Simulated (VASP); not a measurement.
A run of VASP 6.6.1:

File POSCAR:

```
CoSn2
1.0
   -3.1825000000      3.1825000000      2.7285000000
    3.1825000000     -3.1825000000      2.7285000000
    3.1825000000      3.1825000000     -2.7285000000
Co Sn
2 4
Direct
    0.2500000000      0.2500000000      0.0000000000
    0.7500000000      0.7500000000      0.0000000000
    0.6580000000      0.1580000000      0.8160000000
    0.1580000000      0.3420000000      0.5000000000
    0.3420000000      0.8420000000      0.1840000000
    0.8420000000      0.6580000000      0.5000000000
```

Contents of INCAR.step1:

```
ALGO     = Normal         # electronic algorithm
EDIFF    = 1E-4           # SCF threshold, eV
ENCUT    = 520            # plane-wave cutoff, eV
GGA      = PE             # functional
ISMEAR   = 0              # smearing method
ISPIN    = 2              # spin polarisation
LASPH    = T              # aspherical terms in the spheres
LCHARG   = F              # write CHGCAR
LMAXMIX  = 4              # l up to which the mixer works
LREAL    = F              # projectors in reciprocal space
LWAVE    = T              # write WAVECAR
MAGMOM   = 3 3 0 0 0 0    # initial moments
NBANDS   = 50             # bands
NELM     = 150            # most SCF steps
PREC     = Accurate       # precision mode
SIGMA    = 0.1            # smearing width, eV
```

File INCAR.step2:

```
ALGO     = Normal         # electronic algorithm
EDIFF    = 1E-7           # SCF threshold, eV
ENCUT    = 520            # plane-wave cutoff, eV
ISIF     = 2              # what is computed and relaxed
ISMEAR   = 0              # smearing method
ISPIN    = 2              # spin polarisation
ISTART   = 1            
LASPH    = T              # aspherical terms in the spheres
LCHARG   = T              # write CHGCAR
LELF     = T              # ELF
LMAXMIX  = 4              # l up to which the mixer works
LMIXTAU  = T            
LORBIT   = 11             # projections on sites
LREAL    = F              # projectors in reciprocal space
LVHAR    = T            
LWAVE    = F              # write WAVECAR
MAGMOM   = 3 3 0 0 0 0    # initial moments
METAGGA  = R2SCAN         # meta-GGA
NBANDS   = 50             # bands
NELM     = 150            # most SCF steps
PREC     = Accurate       # precision mode
SIGMA    = 0.1            # smearing width, eV
```

KPOINTS

```
k-points
0
Gamma
  4 4 4
```

Potentials or basis: VASP PAW PBE potentials, release 64 (Co, Sn_d).

Launch:

```console
$ cat potpaw_PBE.64/Co/POTCAR potpaw_PBE.64/Sn_d/POTCAR > POTCAR
$ cp INCAR.step1 INCAR
$ mpirun -np 1 vasp_std > vasp.out
$ cp INCAR.step2 INCAR
$ mpirun -np 1 vasp_std > vasp.out
```

Hardware: 1 thread of Intel(R) Xeon(R) 6975P-C (Granite Rapids), with other jobs on the host.

Question: How long does it take, and how much memory?

Answer: Wall time 6.9 min on 1 thread of Intel(R) Xeon(R) 6975P-C (Granite Rapids), on a shared host, peak memory 0.37 GiB. Counts: k points 13.
